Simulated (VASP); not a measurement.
A run of VASP 6.6.1:

File INCAR:

```
PREC = Accurate
ENCUT = 500
EDIFF = 1E-6
ISMEAR = -1
SIGMA = 0.08
LREAL = F
LASPH = T
NELM = 120
ALGO = Normal
ISIF = 2
LWAVE = F
LCHARG = F
GGA = PS
NBANDS = 20
GGA_COMPAT = F
```

The input KPOINTS:

```
regular mesh
0
Gamma
  13 13 13
```

The input POSCAR:

```
Ga
1.0
    0.0000000000      2.7176710172      2.7176710172
    2.7176710172      0.0000000000      2.7176710172
    2.7176710172      2.7176710172      0.0000000000
Ga
2
Direct
   -0.1250000000     -0.1250000000     -0.1250000000
    0.1250000000      0.1250000000      0.1250000000
```

Potentials or basis: VASP PAW PBE potentials, release 64 (Ga_d).

Run with:

```sh
$ cat potpaw_PBE.64/Ga_d/POTCAR > POTCAR
$ mpirun -np 1 vasp_std > vasp.out
```

Hardware: 1 thread of Intel(R) Xeon(R) Platinum 8375C CPU @ 2.90GHz (Ice Lake) (shared host).

Problem. Estimate the wall time of this run.

Solution. It took 31 s on 1 thread of Intel(R) Xeon(R) Platinum 8375C CPU @ 2.90GHz (Ice Lake), on a shared host, peak memory 0.18 GiB. Counts: scf iterations 11, k points 84.
